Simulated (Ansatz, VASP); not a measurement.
# Bi: VASP beside Ansatz

```
Bi
1.0
     2.26750    1.30914    3.93800
    -2.26750    1.30914    3.93800
     0.00000   -2.61828    3.93800
Bi
2
Cartesian
  0.0000 0.0000 9.0495
  0.0000 0.0000 2.7645
```

Alike in both runs: functional LDA; k mesh 7 × 7 × 7; occupations fermi-dirac, width 0.05 eV; no spin polarisation.

```csv
,VASP,Ansatz
version,VASP 6.6.1,Ansatz 0.2.0
potentials or method,"VASP PAW LDA potentials, release 64 (Bi_d), cutoff 520 eV","all-electron LAPW, scalar-relativistic"
task,single point,band structure
```

Ansatz gave:

| Item | Value |
| --- | --- |
| pressure (GPa) | -1.6 |
| traceless stress, the component that is largest in VASP (GPa) | -0.10 |
| rms of the force components (eV/Å) | 0.028 |

Problem. What did VASP give for the same quantities?

Solution. Pressure (GPa): -1.5; traceless stress, the component that is largest in VASP (GPa): -0.12; rms of the force components (eV/Å): 0.040.

LDA's correlation is that of Perdew and Zunger in VASP and of Perdew and Wang (1992) in Ansatz. Atom by atom the forces differ by 0.012 eV/Å (rms over components). Ansatz ran all-electron here, and VASP with PAW potentials.

Neither program's run includes spin-orbit coupling.
